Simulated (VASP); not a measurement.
Wanted: the native input for a VASP 6.6.1 run.

- Task: single point
- Functional: LDA
- Potentials or basis: VASP PAW LDA potentials, release 64 (Al, Li_sv)
- Cutoff: 520 eV
- k mesh: 6 × 6 × 1
- Occupations: gaussian, width 0.1 eV
- Spin: no spin polarisation
- Dipole correction: yes
- Further INCAR settings: ALGO = Normal; EDIFF = 1e-06; NBANDS = 32

The structure of LiAl12 lies in POSCAR:

```
LiAl12
1.0
    5.6336864727      0.0000000000      0.0000000000
   -2.8168432363      4.8789156023      0.0000000000
    0.0000000000      0.0000000000     20.0321727095
Al Li
12 1
Direct
    0.3333333333      0.1666666667      0.1996787896
    0.3333333333      0.6666666667      0.1996787896
    0.8333333333      0.1666666667      0.1996787896
    0.8333333333      0.6666666667      0.1996787896
    0.1666666667      0.3333333333      0.3128097176
    0.1666666667      0.8333333333      0.3128097176
    0.6666666667      0.3333333333      0.3128097176
    0.6666666667      0.8333333333      0.3128097176
    0.0000000000      0.0000000000      0.4259234799
    0.0000000000      0.5000000000      0.4259234799
    0.5000000000      0.0000000000      0.4259234799
    0.5000000000      0.5000000000      0.4259234799
    0.0000000000      0.1666666667      0.5390818485
```

These files were run (other wordings do the same):

INCAR

```
PREC = Accurate
ENCUT = 520
EDIFF = 1E-6
ISMEAR = 0
SIGMA = 0.1
LREAL = F
LASPH = T
NELM = 80
ALGO = Normal
ISIF = 2
LWAVE = F
LCHARG = F
LDIPOL = T
IDIPOL = 3
DIPOL = 0.5 0.5 0.330
NBANDS = 32
```

KPOINTS

```
Automatic mesh
0
Gamma
  6 6 1
```

Potentials or basis: VASP PAW LDA potentials, release 64 (Al, Li_sv).

Launch:

```bash
$ cat potpaw_LDA.64/Al/POTCAR potpaw_LDA.64/Li_sv/POTCAR > POTCAR
$ mpirun -np 1 vasp_std > vasp.out
```

It gave:

| Quantity | Value |
| --- | --- |
| Largest force | 0.649 eV/Å |
| Band gap on the k mesh | zero (an odd number of electrons rules out a gap without spin polarisation) |

Run time: 8 min on 1 thread of Intel(R) Xeon(R) 6975P-C (Granite Rapids), with other jobs on the host, peak memory 0.58 GiB.
